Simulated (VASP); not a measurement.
Crystal: CdS (Hawleyite).

```
Cd S
1.0
     0.00000    2.91650    2.91650
     2.91650    0.00000    2.91650
     2.91650    2.91650    0.00000
Cd S
1 1
Direct
  0.00000 0.00000 0.00000
  0.25000 0.25000 0.25000
```

```yaml
Program: VASP 6.6.1
Task: relaxation of cell and atoms
Functional: PBE
Potentials_or_basis: VASP PAW PBE potentials, release 64 (Cd, S)
Cutoff: 600 eV
k_mesh: 8 × 8 × 8
Occupations: fermi-dirac, width 0.02 eV
Spin: no spin polarisation
```

At the start: pressure 3.2 GPa; volume 24.81 Å³/atom.

**Question.** Where does the relaxation end?

**Answer.** Over 3 steps the energy falls by 12.6 meV/atom and the volume is 26.15 Å³/atom (+5.4 %); space group F-43m (No. 216, to 0.05 Å).

Step by step:
```
step  energy change (eV)  largest force (eV/Å)  pressure (GPa)  volume (Å³)
   1              0.0000                0.0000            3.18        49.62
   2             -0.0226                0.0000           -0.91        53.23
   3             -0.0253                0.0000            0.01        52.29
```

Final structure:
```
Cd S
1.0
     0.00000    2.96803    2.96803
     2.96803    0.00000    2.96803
     2.96803    2.96803    0.00000
Cd S
1 1
Cartesian
  0.0000 0.0000 0.0000
  1.4840 1.4840 1.4840
```
